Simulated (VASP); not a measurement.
Crystal: Al3H2.

```
CELL_PARAMETERS angstrom
2.88671 0.00000 0.00000
0.00000 5.65510 0.00000
-0.36854 0.00000 3.97321
ATOMIC_POSITIONS crystal
Al 0.50000 0.26045 0.50000
Al 0.50000 0.73955 0.50000
Al 0.00000 0.00000 0.00000
H 0.53043 0.50000 0.78099
H 0.46957 0.50000 0.21901
```

The cell was generated, and may not be a known phase.

```yaml
Program: VASP 6.6.1
Task: relaxation of cell and atoms
Functional: PBE
Potentials_or_basis: VASP PAW PBE potentials, release 64 (Al, H)
Cutoff: 600 eV
k_mesh: 10 × 6 × 8
Occupations: gaussian, width 0.1 eV
Spin: no spin polarisation
```

At the start: pressure 0.2 GPa; volume 12.97 Å³/atom.

Q: Where does the relaxation end?

A: Over 30 steps the energy falls by 5.9 meV/atom and the volume is 12.96 Å³/atom (-0.1 %); space group P2/m (No. 10, to 0.1 Å) before, Pmmm (No. 47, to 0.1 Å).

Step by step:
| step | energy change (eV) | largest force (eV/Å) | pressure (GPa) | volume (Å³) |
| --- | --- | --- | --- | --- |
| 1 | 0.0000 | 0.0640 | 0.16 | 64.86 |
| 2 | -0.0117 | 0.0560 | -0.14 | 64.98 |
| 3 | -0.0219 | 0.1124 | -0.54 | 65.19 |
| 4 | -0.0224 | 0.1255 | -0.61 | 65.24 |
| 5 | -0.0252 | 0.0928 | 0.29 | 64.59 |
| 6 | -0.0253 | 0.0761 | 0.18 | 64.67 |
| 7 | -0.0266 | 0.0294 | 0.16 | 64.70 |
| 8 | -0.0272 | 0.0313 | 0.14 | 64.72 |
| 9 | -0.0277 | 0.0219 | -0.07 | 64.93 |
| 10 | -0.0278 | 0.0192 | -0.18 | 65.03 |
| 11 | -0.0282 | 0.0187 | -0.08 | 64.93 |
| 12 | -0.0284 | 0.0302 | 0.02 | 64.82 |
| 13 | -0.0285 | 0.0316 | -0.04 | 64.79 |
| 14 | -0.0286 | 0.0146 | -0.02 | 64.80 |
| 15 | -0.0287 | 0.0137 | 0.02 | 64.76 |
| 16 | -0.0288 | 0.0129 | 0.11 | 64.65 |
| 17 | -0.0289 | 0.0114 | 0.08 | 64.68 |
| 18 | -0.0290 | 0.0128 | -0.03 | 64.77 |
| 19 | -0.0290 | 0.0139 | -0.04 | 64.78 |
| 20 | -0.0290 | 0.0131 | -0.04 | 64.78 |
| 21 | -0.0291 | 0.0111 | 0.00 | 64.75 |
| 22 | -0.0293 | 0.0099 | 0.07 | 64.70 |
| 23 | -0.0292 | 0.0197 | 0.20 | 64.60 |
| 24 | -0.0293 | 0.0126 | 0.11 | 64.67 |
| 25 | -0.0293 | 0.0082 | 0.09 | 64.68 |
| 26 | -0.0294 | 0.0084 | 0.05 | 64.72 |
| 27 | -0.0294 | 0.0317 | -0.04 | 64.79 |
| 28 | -0.0295 | 0.0182 | 0.00 | 64.75 |
| 29 | -0.0295 | 0.0141 | 0.01 | 64.76 |
| 30 | -0.0295 | 0.0007 | 0.01 | 64.78 |

Final structure:
```yaml
crystal:
  lattice:
    - [2.80979, 0.00000, 0.12533]
    - [0.00000, 5.69558, 0.00000]
    - [-0.18156, 0.00000, 4.03996]
  atoms:
    - { symbol: Al, position: [0.50000, 0.26197, 0.50000] }
    - { symbol: Al, position: [0.50000, 0.73803, 0.50000] }
    - { symbol: Al, position: [0.00000, 0.00000, 0.00000] }
    - { symbol: H, position: [0.50105, 0.50000, 0.77649] }
    - { symbol: H, position: [0.49895, 0.50000, 0.22351] }
```
